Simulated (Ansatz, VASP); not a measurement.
## Two plane-wave programs on WSe2

```
Se W
1.0
     3.32008    0.00000    0.00000
    -1.66004    2.87528    0.00000
     0.00000    0.00000   35.01092
Se W
4 2
Cartesian
  0.0000 1.9169 7.5000
  0.0000 1.9169 10.8567
  0.0000 1.9169 24.1542
  0.0000 1.9169 27.5109
  0.0000 0.0000 9.1783
  0.0000 0.0000 25.8326
```

Alike in both runs: task single point; functional PBE; k mesh 9 × 9 × 1; occupations gaussian, width 0.05 eV; no spin polarisation.

|  | VASP | Ansatz |
| --- | --- | --- |
| version | VASP 6.6.1 | Ansatz 0.2.0 |
| potentials or method | VASP PAW PBE potentials, release 64 (Se, W_sv), cutoff 520 eV | scalar-relativistic, plane waves, PAW |
| valence electrons in the cell | 52 | 92 |

```tsv
	VASP	Ansatz	Ansatz less VASP
gap on the k mesh at the Fermi level (eV)	1.55	1.55	+0.003
least direct gap on the mesh (eV)	1.55	1.55	+0.003
rms of the force components (eV/Å)	0.021	0.000	-0.0207
```

The functional is the same, so the differences come from potentials, cutoffs and numerics. VASP's potentials hold 52 valence electrons a cell and Ansatz's 92, so a difference there can come from the potentials and not from the codes. Ansatz's warnings: xc potential rough in thin density.

Neither program's run includes spin-orbit coupling.
